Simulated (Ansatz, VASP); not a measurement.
## BPtF6 in VASP and in Ansatz

```xyz
8
Lattice="4.7864 0.0000 0.0000 -2.3932 4.1452 0.0000 -2.3932 1.3817 4.2659" Properties=species:S:1:pos:R:3 pbc="T T T"
B     0.0000    2.7635    2.1329
F    -0.6968    1.6155    3.0618
F     1.3425    2.7340    3.0618
F    -0.6458    3.9408    3.0618
F     0.6968    3.9114    1.2041
F    -1.3425    2.7929    1.2041
F     0.6458    1.5861    1.2041
Pt    0.0000    0.0000    0.0000
```

Alike in both runs: functional PBE; k mesh 5 × 5 × 5; occupations tetrahedron; no spin polarisation.

Ansatz relaxed the structure, and its values are those at the end. VASP's run is a single point on that final structure, the one shown.

```csv
,VASP,Ansatz
version,VASP 6.6.1,Ansatz 0.2.0
potentials or method,"VASP PAW PBE potentials, release 64 (B, F, Pt), cutoff 520 eV",PAW plane waves
valence electrons in the cell,55,63
```

VASP gave:

| Item | Value |
| --- | --- |
| gap on the k mesh at the Fermi level (eV) | none |
| pressure (GPa) | 0.0 |
| rms of the force components (eV/Å) | 0.014 |

Task: What did Ansatz give for the same quantities?

Result: gap on the k mesh at the Fermi level (eV): none; pressure (GPa): 0.0; rms of the force components (eV/Å): 0.000.

A gap of «none» marks a metal or a gap that the smearing closes. VASP's potentials hold 55 valence electrons a cell and Ansatz's 63, so a difference there can come from the potentials and not from the codes. Ansatz's warnings: band table not solved further, forces under tetrahedra, structure snapped to symmetry, tetrahedron derivatives may miss energy slope.

Spin-orbit coupling is off throughout.
